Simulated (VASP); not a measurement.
Write the native input for VASP 6.6.1 that does the following.

- Task: relaxation of the atoms
- Functional: PBE
- Potentials or basis: VASP PAW PBE potentials, release 64 (Sn_d, Se)
- Cutoff: 450 eV
- k mesh: 13 × 13 × 13
- Occupations: fermi-dirac, width 0.02 eV
- Spin: no spin polarisation
- Dipole correction: no
- Further INCAR settings: ALGO = Normal; EDIFF = 1e-07; IBRION = 2; EDIFFG = -0.02; NSW = 80

The structure of SnSe lies in POSCAR:

```
SnSe
1.0
    0.0000000000      2.9485541872      2.9485541872
    2.9485541872      0.0000000000      2.9485541872
    2.9485541872      2.9485541872      0.0000000000
Sn Se
1 1
Direct
    0.0000000000      0.0000000000      0.0000000000
    0.5000000000      0.5000000000      0.5000000000
```

The input as run:

INCAR

```
  PREC = Accurate
  ENCUT = 450
  EDIFF = 1E-7
  ISMEAR = -1
  SIGMA = 0.02
  LREAL = F
  LASPH = T
  NELM = 120
  ALGO = Normal
  ISIF = 2
  LWAVE = F
  LCHARG = F
  GGA = PE
  IBRION = 2
  NSW = 80
  EDIFFG = -0.02
  GGA_COMPAT = F
  NELMIN = 4
```

KPOINTS

```
Automatic mesh
0
Gamma
  13 13 13
```

Potentials or basis: VASP PAW PBE potentials, release 64 (Sn_d, Se).

Run with:

```sh
$ cat potpaw_PBE.64/Sn_d/POTCAR potpaw_PBE.64/Se/POTCAR > POTCAR
$ mpirun -np 1 vasp_std > vasp.out
```

It gave:

```
Pressure after relaxing : 4.8 GPa
```

Caveat: the relaxation stopped at its first step, so nothing moved.

Wall time 63 s on 1 thread of Intel(R) Xeon(R) Platinum 8259CL CPU @ 2.50GHz (Skylake/Cascade Lake), on a shared host, peak memory 0.2 GiB.
